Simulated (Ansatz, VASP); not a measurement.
**One calculation of Mg4BrO3, two programs**

```
Mg Br O
1.0
     5.12427    0.00000    0.00000
     0.00000    5.12427    0.00000
     0.00000    0.00000    5.12427
Mg Br O
4 1 3
Direct
  0.75000 0.75000 0.75000
  0.75000 0.25000 0.25000
  0.25000 0.75000 0.25000
  0.25000 0.25000 0.75000
  0.50000 0.50000 0.50000
  0.00000 0.00000 0.50000
  0.00000 0.50000 0.00000
  0.50000 0.00000 0.00000
```

Alike in both runs: task single point; functional PBE; k mesh 4 × 4 × 4; occupations gaussian, width 0.1 eV; no spin polarisation.

```csv
,VASP,Ansatz
version,VASP 6.6.1,Ansatz 0.2.0
potentials or method,"VASP PAW PBE potentials, release 64 (Mg, Br, O), cutoff 520 eV","scalar-relativistic, plane waves, PAW"
valence electrons in the cell,33,65
```

|  | VASP | Ansatz | Ansatz less VASP |
| --- | --- | --- | --- |
| gap on the k mesh at the Fermi level (eV) | none | none | - |
| pressure (GPa) | 1.0 | 1.2 | +0.16 |

A gap of «none» marks a metal or a gap that the smearing closes. VASP's potentials hold 33 valence electrons a cell and Ansatz's 65, so a difference there can come from the potentials and not from the codes.
